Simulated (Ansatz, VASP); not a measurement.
## Hf: VASP beside Ansatz

The input INCAR:

```
SYSTEM = Hf
ALGO     = Normal         ! electronic algorithm
EDIFF    = 1E-6           ! SCF threshold, eV
ENCUT    = 500            ! plane-wave cutoff, eV
GGA      = PE             ! functional
GGA_COMPAT= .False.      
ISIF     = 2              ! what is computed and relaxed
ISMEAR   = 0              ! smearing method
LASPH    = .True.         ! aspherical terms in the spheres
LCHARG   = .True.         ! write CHGCAR
LELF     = .True.         ! ELF
LREAL    = .False.        ! projectors in reciprocal space
LVHAR    = .True.       
LWAVE    = .False.        ! write WAVECAR
NBANDS   = 11             ! bands
NELM     = 120            ! most SCF steps
PREC     = Accurate       ! precision mode
SIGMA    = 0.15           ! smearing width, eV
```

Contents of KPOINTS:

```
k-points
0
Gamma
  20 20 20
  0 0 0
```

File POSCAR:

```
Hf
1.0
    0.0000000000      2.2200000000      2.2200000000
    2.2200000000      0.0000000000      2.2200000000
    2.2200000000      2.2200000000      0.0000000000
Hf
1
Direct
    0.0000000000      0.0000000000      0.0000000000
```

Input for Ansatz:

```yaml
crystal:
  lattice:
    - [0.0, 2.22, 2.22]
    - [2.22, 0.0, 2.22]
    - [2.22, 2.22, 0.0]
  atoms:
    - { symbol: Hf, position: [0.0, 0.0, 0.0] }
basis:
  ecutwfc: 420
kpoints:
  mp_grid: { grid: [20, 20, 20] }
hamiltonian:
  xc: pbe
scf:
  occupations: { method: gaussian, width: 0.15 }
output:
  forces: true
  stress: true
  eigenvalues: true
```

Alike in both runs: task single point; functional PBE; k mesh 20 × 20 × 20; occupations gaussian, width 0.15 eV; no spin polarisation.

|  | VASP | Ansatz |
| --- | --- | --- |
| version | VASP 6.6.1 | Ansatz 0.2.0 |
| potentials or method | VASP PAW PBE potentials, release 64 (Hf_pv), cutoff 500 eV | scalar-relativistic, plane waves, PAW |
| valence electrons in the cell | 10 | 26 |

```tsv
	VASP	Ansatz	Ansatz less VASP
gap on the k mesh at the Fermi level (eV)	none	none	-
pressure (GPa)	2.8	3.2	+0.46
```

A gap of «none» marks a metal or a gap that the smearing closes. The functional is the same, so the differences come from potentials, cutoffs and numerics. VASP's potentials hold 10 valence electrons a cell and Ansatz's 26, so a difference there can come from the potentials and not from the codes.

Spin-orbit coupling is off throughout.
